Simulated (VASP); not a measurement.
Wanted: the native input for a VASP 6.6.1 run.

```
Task                   : single point
Functional             : PBE
Potentials or basis    : VASP PAW PBE potentials, release 64 (Te, S, Au)
Cutoff                 : 500 eV
k mesh                 : 3 × 3 × 3
Occupations            : gaussian, width 0.15 eV
Spin                   : no spin polarisation
Dipole correction      : no
Further INCAR settings : ALGO = Normal; EDIFF = 1e-06; NBANDS = 32
```

The structure of TeAu2S3 lies in POSCAR:

```
TeAu2S3
1.0
    3.5810809624      2.0675380566      3.0694585719
   -3.5810809624      2.0675380566      3.0694585719
    0.0000000000     -4.1350761163      3.0694585697
Te S Au
1 3 2
Direct
    0.0000000000      0.0000000000      0.0000000000
    0.0000000000      0.5000000000      0.0000000000
    0.5000000000      0.0000000000      0.0000000000
    0.0000000000      0.0000000000      0.5000000000
    0.6476850301      0.6476850301      0.6476850301
    0.3523149699      0.3523149699      0.3523149699
```

The cell was generated, and may not be a known phase.

These files were run (other wordings do the same):

INCAR

```
PREC = Accurate
ENCUT = 500
EDIFF = 1E-6
ISMEAR = 0
SIGMA = 0.15
LREAL = False
LASPH = True
NELM = 120
ALGO = Normal
ISIF = 2
LWAVE = False
LCHARG = False
GGA = PE
NBANDS = 32
GGA_COMPAT = False
```

KPOINTS

```
Automatic mesh
0
Gamma
  3 3 3
```

Potentials or basis: VASP PAW PBE potentials, release 64 (Te, S, Au).

Launch:

```bash
$ cat potpaw_PBE.64/Te/POTCAR potpaw_PBE.64/S/POTCAR potpaw_PBE.64/Au/POTCAR > POTCAR
$ mpirun -np 1 vasp_std > vasp.out
```

Results of the run:

```
Pressure               : 0.0 GPa
Largest force          : 0.039 eV/Å
Band gap on the k mesh : zero (bands 23 and 24 overlap by 0.54 eV)
```

Caveat: the k points lie up to 0.41 Å⁻¹ apart, too coarse for converged energies and pressures of a metal; spin-orbit coupling is left out, which moves the levels of the heavy elements.

It took 57 s on 1 thread of Intel Xeon 8259CL (shared host), peak memory 0.25 GiB.
